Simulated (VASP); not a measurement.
Crystal: BaMn3.

```
Ba Mn
1.0
     4.21711    0.00000    0.00000
     0.00000    4.21711    0.00000
     0.00000    0.00000    4.21711
Ba Mn
1 3
Direct
  0.00000 0.00000 0.00000
  0.00000 0.50000 0.50000
  0.50000 0.00000 0.50000
  0.50000 0.50000 0.00000
```

```yaml
Program: VASP 6.6.1
Task: relaxation of cell and atoms
Functional: PBE
Potentials_or_basis: VASP PAW PBE potentials, release 64 (Ba_sv, Mn_pv)
Cutoff: 600 eV
k_mesh: 4 × 4 × 4
Occupations: gaussian, width 0.1 eV
Spin: collinear spin, ferromagnetic start
Starting_moments: "[0.0, 3.77, 3.77, 3.77] μB"
```

At the start: pressure 5.9 GPa; volume 18.75 Å³/atom.

Question: Where does the relaxation end?

Answer: Over 3 steps the energy falls by 36.0 meV/atom and the volume is 20.87 Å³/atom (+11.3 %); space group Pm-3m (No. 221, to 0.1 Å) before and after; moment 10.38 μB per cell.

Step by step:
```csv
step,energy change (eV),largest force (eV/Å),pressure (GPa),volume (Å³)
1,0.0000,0.0000,5.86,75.00
2,-0.1430,0.0000,0.43,82.68
3,-0.1442,0.0000,0.06,83.48
```

Final structure:
```
CELL_PARAMETERS angstrom
4.37042 0.00000 0.00000
0.00000 4.37042 0.00000
0.00000 0.00000 4.37042
ATOMIC_POSITIONS crystal
Ba 0.00000 0.00000 0.00000
Mn 0.00000 0.50000 0.50000
Mn 0.50000 0.00000 0.50000
Mn 0.50000 0.50000 0.00000
```

Caveat: the k points lie up to 0.36 Å⁻¹ apart in the final cell.
